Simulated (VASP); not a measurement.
# W in VASP: further runs

Runs on W. Level: r2SCAN. Tasks: single point.

All numbers are computed with VASP 6.6.1; they aren't measurements. Logs are shortened: lines on timing, memory, paths and dates and some standing lists are left out, and cuts for length are marked.

### 1 The cell of the first run

The structure is cubic, space group Fm-3m (No. 225). The conventional cell has a = 4.182 Å, b = 4.182 Å, c = 4.182 Å, α = 90.00°, β = 90.00°, γ = 90.00°. Within 3.9 Å of W (site symmetry m-3m) lie 12 W at 2.96 Å.

This isn't the form of W at room conditions, which is bcc.

### 2 Single point, r2SCAN (strain +0.030 along x and y, +0.030 along z)

Contents of POSCAR:

```
W
1.0
    0.0000000000      2.0909000000      2.0909000000
    2.0909000000      0.0000000000      2.0909000000
    2.0909000000      2.0909000000      0.0000000000
W
1
Direct
    0.0000000000      0.0000000000      0.0000000000
```

Contents of INCAR.step1:

```
SYSTEM = W
PREC = Accurate
ENCUT = 520
ISMEAR = 0
SIGMA = 0.15
LREAL = .FALSE.
LASPH = .TRUE.
NELM = 80
NBANDS = 13
GGA = PE
ALGO = Normal
EDIFF = 1E-4
LWAVE = .TRUE.
LCHARG = .FALSE.
```

Contents of INCAR.step2:

```
SYSTEM = W
PREC = Accurate
ENCUT = 520
EDIFF = 1E-7
ISMEAR = 0
SIGMA = 0.15
LREAL = .FALSE.
LASPH = .TRUE.
NELM = 80
ALGO = Normal
ISIF = 2
LWAVE = .FALSE.
LCHARG = .FALSE.
METAGGA = R2SCAN
LMIXTAU = .TRUE.
NBANDS = 13
ISTART = 1
```

Contents of KPOINTS:

```
Automatic mesh
0
G
  20 20 20
  0 0 0
```

Potentials or basis: VASP PAW PBE potentials, release 64 (W_sv).

Launch:

```sh
$ cat potpaw_PBE.64/W_sv/POTCAR > POTCAR
$ cp INCAR.step1 INCAR
$ mpirun -np 1 vasp_std > vasp.out
$ cp INCAR.step2 INCAR
$ mpirun -np 1 vasp_std > vasp.out
```

OUTCAR:

```text
SYSTEM = W
   PREC = Accurate
   ENCUT = 520
   EDIFF = 1E-7
   ISMEAR = 0
   LREAL = .FALSE.
   LASPH = .TRUE.
   NELM = 80
   ISIF = 2
   METAGGA = R2SCAN
   ISTART = 1

 ion  position               nearest neighbor table
   1  0.000  0.000  0.000-

  LATTYP: Found a face centered cubic cell.
 ALAT       =     4.1818000000

  Lattice vectors:

 A1 = (   0.0000000000,   2.0909000000,   2.0909000000)
 A2 = (   2.0909000000,   0.0000000000,   2.0909000000)
 A3 = (   2.0909000000,   2.0909000000,   0.0000000000)

Analysis of symmetry for initial positions (statically):
=====================================================================
 Subroutine PRICEL returns:
 Original cell was already a primitive cell.

 Routine SETGRP: Setting up the symmetry group for a
 face centered cubic supercell.

 Subroutine GETGRP returns: Found 48 space group operations
 (whereof 48 operations were pure point group operations)
 out of a pool of 48 trial point group operations.

The static configuration has the point symmetry O_h .

Analysis of symmetry for dynamics (positions and initial velocities):
=====================================================================
 Subroutine PRICEL returns:
 Original cell was already a primitive cell.

 Routine SETGRP: Setting up the symmetry group for a
 face centered cubic supercell.

 Subroutine GETGRP returns: Found 48 space group operations
 (whereof 48 operations were pure point group operations)
 out of a pool of 48 trial point group operations.

The dynamic configuration has the point symmetry O_h .

 Subroutine INISYM returns: Found 48 space group operations
 (whereof 48 operations are pure point group operations),
 and found     1 'primitive' translations

----------------------------------------------------------------------------------------

                                     Primitive cell

  volume of cell :      18.2823

  direct lattice vectors                    reciprocal lattice vectors
     0.000000000  2.090900000  2.090900000    -0.239131474  0.239131474  0.239131474
     2.090900000  0.000000000  2.090900000     0.239131474 -0.239131474  0.239131474
     2.090900000  2.090900000  0.000000000     0.239131474  0.239131474 -0.239131474

  length of vectors
     2.956979138  2.956979138  2.956979138     0.414187863  0.414187863  0.414187863

  position of ions in fractional coordinates (direct lattice)
     0.000000000  0.000000000  0.000000000

  ion indices of the primitive-cell ions
   primitive index   ion index
                 1           1

----------------------------------------------------------------------------------------

 KPOINTS: Automatic mesh

Automatic generation of k-mesh.
 Grid dimensions read from file:
 generate k-points for:   20   20   20

 Generating k-lattice:

  Cartesian coordinates                     Fractional coordinates (reciprocal lattice)
    -0.011956574  0.011956574  0.011956574     0.050000000  0.000000000  0.000000000
     0.011956574 -0.011956574  0.011956574     0.000000000  0.050000000  0.000000000
     0.011956574  0.011956574 -0.011956574     0.000000000  0.000000000  0.050000000

  Length of vectors
     0.020709393  0.020709393  0.020709393

  Shift w.r.t. Gamma in fractional coordinates (k-lattice)
     0.000000000  0.000000000  0.000000000

 Subroutine IBZKPT returns following result:
 ===========================================

 Found    256 irreducible k-points:

 Following reciprocal coordinates:
            Coordinates               Weight
  0.000000  0.000000  0.000000      1.000000
  0.050000  0.000000  0.000000      8.000000
  0.100000  0.000000  0.000000      8.000000
  0.150000  0.000000  0.000000      8.000000
  0.200000  0.000000  0.000000      8.000000
  0.250000  0.000000  0.000000      8.000000
[... 16 lines left out ...]
 -0.400000  0.050000  0.000000     24.000000
 -0.350000  0.050000  0.000000     24.000000
 [... further k-points ...]
   k-points           NKPTS =    256   k-points in BZ     NKDIM =    256   number of bands    NBANDS=     13
   number of dos      NEDOS =    301   number of ions     NIONS =      1
   total plane-waves  NPLWV =  13824
   dimension x,y,z NGX =    24 NGY =   24 NGZ =   24
   dimension x,y,z NGXF=    48 NGYF=   48 NGZF=   48
   ions per type =               1
   NGX,Y,Z   is equivalent  to a cutoff of  13.49, 13.49, 13.49 a.u.
   NGXF,Y,Z  is equivalent  to a cutoff of  26.99, 26.99, 26.99 a.u.
 SYSTEM =  W
   PREC   = accura    normal or accurate (medium, high low for compatibility)
   ISTART =      1    job   : 0-new  1-cont  2-samecut
   ICHARG =      0    charge: 1-file 2-atom 10-const
   ISPIN  =      1    spin polarized calculation?
   LNONCOLLINEAR =      F non collinear calculations
   LSORBIT =      F    spin-orbit coupling
   LASPH  =      T    aspherical Exc in radial PAW
   ENCUT  =  520.0 eV  38.22 Ry    6.18 a.u.   5.50  5.50  5.50*2*pi/ulx,y,z
   NELM   =     80;   NELMIN=  2; NELMDL=  0     # of ELM steps
   EDIFF  = 0.1E-06   stopping-criterion for ELM
   LREAL  =      F    real-space projection
   EDIFFG = 0.1E-05   stopping-criterion for IOM
   NSW    =      0    number of steps for IOM
   IBRION =     -1    ionic relax: 0-MD 1-quasi-New 2-CG
   NFREE  =      0    steps in history (QN), initial steepest desc. (CG)
   ISIF   =      2    stress and relaxation
   ISYM   =      2    0-nonsym 1-usesym 2-fastsym
   POTIM  = 0.5000    time-step for ionic-motion
   TEBEG  =    0.0;   TEEND  =   0.0 temperature during run
   PSTRESS=    0.0 pullay stress
   NELECT =      14.0000    total number of electrons
   NUPDOWN=      -1.0000    fix difference up-down
   EMIN   =  10.00;   EMAX   =-10.00  energy-range for DOS
   EFERMI =   0.00;   METHOD = LEGACY
   ISMEAR =     0;   SIGMA  =   0.15  broadening in eV -4-tet -1-fermi 0-gaus
   EFERMI_NEDOS =   21; number of points for ismear=-14 and -15
   IALGO  =     38    algorithm
   IMIX   =      4    mixing-type and parameters
     AMIX     =   0.40;   BMIX     =  1.00
     AMIX_MAG =   1.60;   BMIX_MAG =  1.00
  volume/ion in A,a.u.               =      18.28       123.37
  Fermi-wavevector in a.u.,A,eV,Ry     =   1.497755  2.830347 30.521561  2.243271
  Thomas-Fermi vector in A             =   2.609602
   LORBIT       =      0    0 simple, 1 ext, 2 COOP (PROOUT), +10 PAW based schemes
   METAGGA = R2SCAN    functional components
   LHFCALC =     F    Hartree Fock is set to
   AEXX    =    0.0000 exact exchange contribution
   IVDW    =     0    specifies the selected vdW correction
   LEPSILON=     F    determine dielectric tensor
   LRPA    =     F    only Hartree local field effects (RPA)
 non-spin polarized calculation
 Gauss-broadening in eV      SIGMA  =   0.15
  energy-cutoff  :      520.00
  volume of cell :       18.28
 maximum number of plane-waves:       531
 NGX is ok and might be reduce to    24
   NGX = 11   NGY = 11   NGZ = 11

 number of electron      14.0000001 magnetization

 Free energy of the ion-electron system (eV)
  ---------------------------------------------------
  ext. energy  EPLUGINS =         0.00000000
  ---------------------------------------------------
  free energy    TOTEN  =       -50.61199730 eV

  energy without entropy =      -50.59585728  energy(sigma->0) =      -50.60392729

 E-fermi :   8.9409     XC(G=0): -14.0576

 val. band max:        8.9400155848   @ k =   0.1500   0.1000   0.0000
 cond. band min:       8.9421347321   @ k =  -0.4500   0.3500   0.0000
 fundamental gap:      0.0021191473
 Fermi energy:         8.9409317716

 k-point     1 :       0.0000    0.0000    0.0000
  band No.  band energies     occupation
      1     -66.9285      2.00000
      2     -29.9835      2.00000
      3     -29.9835      2.00000
      4     -29.9835      2.00000
      5       0.0208      2.00000
      6       8.4502      2.00000
      7       8.4502      2.00000
      8       8.4502      2.00000
      9      11.3709      0.00000
     10      11.3709      0.00000
     11      22.1433      0.00000
     12      27.2726      0.00000
     13      27.2726      0.00000

 k-point     2 :       0.0500    0.0000    0.0000
  band No.  band energies     occupation
      1     -66.9267      2.00000
      2     -30.0053      2.00000
      3     -29.9864      2.00000
      4     -29.9864      2.00000
      5       0.1224      2.00000
      6       8.3710      2.00000
      7       8.4975      1.99997
      8       8.4975      1.99997
      9      11.3305      0.00000
     10      11.3305      0.00000
     11      22.3455      0.00000
     12      26.7333      0.00000
     13      27.4571      0.00000

 k-point     3 :       0.1000    0.0000    0.0000
  band No.  band energies     occupation
      1     -66.9215      2.00000
      2     -30.0681      2.00000
      3     -29.9946      2.00000
      4     -29.9946      2.00000
      5       0.4202      2.00000
      6       8.1578      2.00000
      7       8.6257      1.99704
      8       8.6257      1.99704
      9      11.2326      0.00000
     10      11.2326      0.00000
     11      22.9069      0.00000
     12      25.6501      0.00000
     13      27.9957      0.00000
[... 305 lines left out ...]
 k-point    23 :      -0.4000    0.0500    0.0000
  band No.  band energies     occupation
      1     -66.8592      2.00000
      2     -30.7682      2.00000
      3     -30.1115      2.00000
      4     -30.0887      2.00000
      5       3.6058      2.00000
      6       8.2556      2.00000
      7       8.4965      1.99997
      8       8.5088      1.99995
      9      12.8417      0.00000
     10      13.4552      0.00000
     11      18.9851      0.00000
     12      22.4386      0.00000
     13      27.5855      0.00000

 k-point    24 :      -0.3500    0.0500    0.0000
  band No.  band energies     occupation
      1     -66.8664      2.00000
      2     -30.6899      2.00000
      3     -30.1027      2.00000
      4     -30.0745      2.00000
      5       3.4074      2.00000
      6       7.8613      2.00000
      7       8.4889      1.99998
      8       8.6244      1.99716
      9      12.2731      0.00000
     10      13.0261      0.00000
     11      19.9854      0.00000
     12      23.2339      0.00000
     13      28.4152      0.00000

 [... further k-points ...]

------------------------ aborting loop because EDIFF is reached ----------------------------------------

  FORCE on cell =-STRESS in cart. coord.  units (eV):
  Direction    XX          YY          ZZ          XY          YZ          ZX
  --------------------------------------------------------------------------------------
  -------------------------------------------------------------------------------------
  Total       -3.1450100     -3.1450100     -3.1450100     -0.0000000      0.0000000      0.0000000
  in kB     -275.6149872   -275.6149872   -275.6149872     -0.0000000      0.0000000      0.0000000
  external PRESSURE =    -275.6149872 kB  Pullay stress =       0.0000000 kB

 VOLUME and BASIS-vectors are now :
 -----------------------------------------------------------------------------
  energy-cutoff  :      520.00
  volume of cell :       18.28
      direct lattice vectors                 reciprocal lattice vectors
     0.000000000  2.090900000  2.090900000    -0.239131474  0.239131474  0.239131474
     2.090900000  0.000000000  2.090900000     0.239131474 -0.239131474  0.239131474
     2.090900000  2.090900000  0.000000000     0.239131474  0.239131474 -0.239131474

 POSITION                                       TOTAL-FORCE (eV/Angst)
 -----------------------------------------------------------------------------------
      0.00000      0.00000      0.00000         0.000000     -0.000000      0.000000
 -----------------------------------------------------------------------------------
    total drift:                               -0.000000      0.000000     -0.000000

  FREE ENERGIE OF THE ION-ELECTRON SYSTEM (eV)
  ---------------------------------------------------
  free  energy   TOTEN  =       -50.6119973023 eV

  energy  without entropy=      -50.5958572838  energy(sigma->0) =      -50.60392729
```

Wall time 2.1 min (1 thread of Intel Xeon Platinum 8375C at 2.90GHz (Ice Lake), shared host); peak memory 0.19 GiB.

Results:

```yaml
Free_energy: -50.6120 eV
Pressure: -27.6 GPa
Band_gap_on_the_k_mesh: zero (bands 7 and 8 overlap by 2.94 eV)
```

Caveat: the cell differs from its parent crystal (strain +0.030 along x and y, +0.030 along z); the cell stands under tension; the PAW data sets were made with another functional, which shifts forces and pressure a little; spin-orbit coupling is left out, which moves the levels of the heavy elements.

### 3 Single point, r2SCAN (strain +0.000 along x and y, +0.015 along z)

Contents of POSCAR:

```
W
1.0
    0.0000000000      2.0300000000      2.0604500000
    2.0300000000      0.0000000000      2.0604500000
    2.0300000000      2.0300000000      0.0000000000
W
1
Direct
    0.0000000000      0.0000000000      0.0000000000
```

Contents of INCAR.step1:

```
SYSTEM = W
  ALGO = Normal
  EDIFF = 1E-4
  ENCUT = 520
  GGA = PE
  ISMEAR = 0
  LASPH = .True.
  LCHARG = .False.
  LREAL = .False.
  LWAVE = .True.
  NBANDS = 13
  NELM = 60
  PREC = Accurate
  SIGMA = 0.15
```

Contents of INCAR.step2:

```
SYSTEM = W
  ALGO = Normal
  EDIFF = 1E-7
  ENCUT = 520
  ISIF = 2
  ISMEAR = 0
  ISTART = 1
  LASPH = .True.
  LCHARG = .False.
  LMIXTAU = .True.
  LREAL = .False.
  LWAVE = .False.
  METAGGA = R2SCAN
  NBANDS = 13
  NELM = 60
  PREC = Accurate
  SIGMA = 0.15
```

Contents of KPOINTS:

```
k-points
0
Gamma
  20 20 20
  0 0 0
```

Potentials or basis: VASP PAW PBE potentials, release 64 (W_sv).

Launch:

```sh
$ cat potpaw_PBE.64/W_sv/POTCAR > POTCAR
$ cp INCAR.step1 INCAR
$ mpirun -np 1 vasp_std > vasp.out
$ cp INCAR.step2 INCAR
$ mpirun -np 1 vasp_std > vasp.out
```

OUTCAR:

```text
SYSTEM = W
   EDIFF = 1E-7
   ENCUT = 520
   ISIF = 2
   ISMEAR = 0
   ISTART = 1
   LASPH = .True.
   LREAL = .False.
   METAGGA = R2SCAN
   NELM = 60
   PREC = Accurate

 ion  position               nearest neighbor table
   1  0.000  0.000  0.000-

  LATTYP: Found a body centered tetragonal cell.
 ALAT       =     2.8708535316
 C/A-ratio  =     1.4354267658

  Lattice vectors:

 A1 = (  -2.0300000000,   0.0000000000,   2.0604500000)
[... 564 lines left out ...]
     12      24.7982      0.00000
     13      30.3190      0.00000

 [... further k-points ...]

------------------------ aborting loop because EDIFF is reached ----------------------------------------

  FORCE on cell =-STRESS in cart. coord.  units (eV):
  Direction    XX          YY          ZZ          XY          YZ          ZX
  --------------------------------------------------------------------------------------
  -------------------------------------------------------------------------------------
  Total       -1.4616901     -1.4616901     -0.8057450      0.0000000      0.0000000      0.0000000
  in kB     -137.9055458   -137.9055458    -76.0193325      0.0000000      0.0000000      0.0000000
  external PRESSURE =    -117.2768080 kB  Pullay stress =       0.0000000 kB

 VOLUME and BASIS-vectors are now :
 -----------------------------------------------------------------------------
  energy-cutoff  :      520.00
  volume of cell :       16.98
      direct lattice vectors                 reciprocal lattice vectors
     0.000000000  2.030000000  2.060450000    -0.246305419  0.246305419  0.242665437
     2.030000000  0.000000000  2.060450000     0.246305419 -0.246305419  0.242665437
     2.030000000  2.030000000  0.000000000     0.246305419  0.246305419 -0.242665437

 POSITION                                       TOTAL-FORCE (eV/Angst)
 -----------------------------------------------------------------------------------
      0.00000      0.00000      0.00000         0.000000      0.000000      0.000000
 -----------------------------------------------------------------------------------
    total drift:                               -0.000000      0.000000     -0.000000

  FREE ENERGIE OF THE ION-ELECTRON SYSTEM (eV)
  ---------------------------------------------------
  free  energy   TOTEN  =       -50.7786112291 eV

  energy  without entropy=      -50.7640054450  energy(sigma->0) =      -50.77130834
```

OUTCAR.step1:

```text
SYSTEM = W
   EDIFF = 1E-4
   ENCUT = 520
   GGA = PE
   ISMEAR = 0
   LASPH = .True.
[... 602 lines left out ...]
 POSITION                                       TOTAL-FORCE (eV/Angst)
 -----------------------------------------------------------------------------------
      0.00000      0.00000      0.00000         0.000000     -0.000000      0.000000
 -----------------------------------------------------------------------------------
    total drift:                               -0.000000      0.000000      0.000000

  FREE ENERGIE OF THE ION-ELECTRON SYSTEM (eV)
  ---------------------------------------------------
  free  energy   TOTEN  =       -12.4668965378 eV

  energy  without entropy=      -12.4511620961  energy(sigma->0) =      -12.45902932
```

OSZICAR.step1:

```text
N       E                     dE             d eps       ncg     rms          rms(c)
DAV:   1     0.843791867778E+02    0.84379E+02   -0.74728E+03 16729   0.121E+03
DAV:   2    -0.114695828783E+02   -0.95849E+02   -0.92297E+02 18586   0.315E+02
DAV:   3    -0.131163179451E+02   -0.16467E+01   -0.16386E+01 18491   0.399E+01
DAV:   4    -0.131236621945E+02   -0.73442E-02   -0.73439E-02 18621   0.295E+00
DAV:   5    -0.131237315174E+02   -0.69323E-04   -0.69322E-04 18756   0.269E-01    0.178E+01
DAV:   6    -0.125971059257E+02    0.52663E+00   -0.46612E-01 17921   0.893E+00    0.667E+00
DAV:   7    -0.124711779704E+02    0.12593E+00   -0.21534E-01 18711   0.571E+00    0.647E-01
DAV:   8    -0.124669879744E+02    0.41900E-02   -0.40891E-03 16871   0.825E-01    0.871E-02
DAV:   9    -0.124668965378E+02    0.91437E-04   -0.13160E-04 15078   0.137E-01
   1 F= -.12466897E+02 E0= -.12459029E+02  d E =-.157344E-01
```

It took 5.2 min on 1 thread of Intel Xeon Platinum 8375C at 2.90GHz (Ice Lake), shared host; peak memory 0.25 GiB.

What came out:

| Quantity | Value |
| --- | --- |
| Free energy | -50.7786 eV |
| Pressure | -11.7 GPa |
| Band gap on the k mesh | zero (bands 7 and 8 overlap by 3.39 eV) |

Stress tensor (GPa, compression positive):
```
-13.79   0.00   0.00
  0.00 -13.79   0.00
  0.00   0.00  -7.60
```

Levels at points of the mesh, in eV from the Fermi level:
```csv
k point,band 5,band 6,band 7,band 8,band 9,band 10
"(0.00, 0.00, 0.00)",-9.32,-0.71,-0.48,-0.48,2.51,2.83
"(0.50, 0.00, 0.00)",-5.73,-0.83,-0.58,0.34,4.96,5.06
"(0.50, 0.50, 0.00)",-5.51,-4.57,2.60,5.09,5.65,5.65
"(0.50, 0.00, 0.50)",-5.48,-4.58,2.91,5.04,5.55,5.76
```

Caveat: the cell differs from its parent crystal (strain +0.000 along x and y, +0.015 along z); the stress differs along the axes, from -14 to -8 GPa; the PAW data sets were made with another functional, which shifts forces and pressure a little; spin-orbit coupling is left out, which moves the levels of the heavy elements.

(Continued in part 2 of 2.)
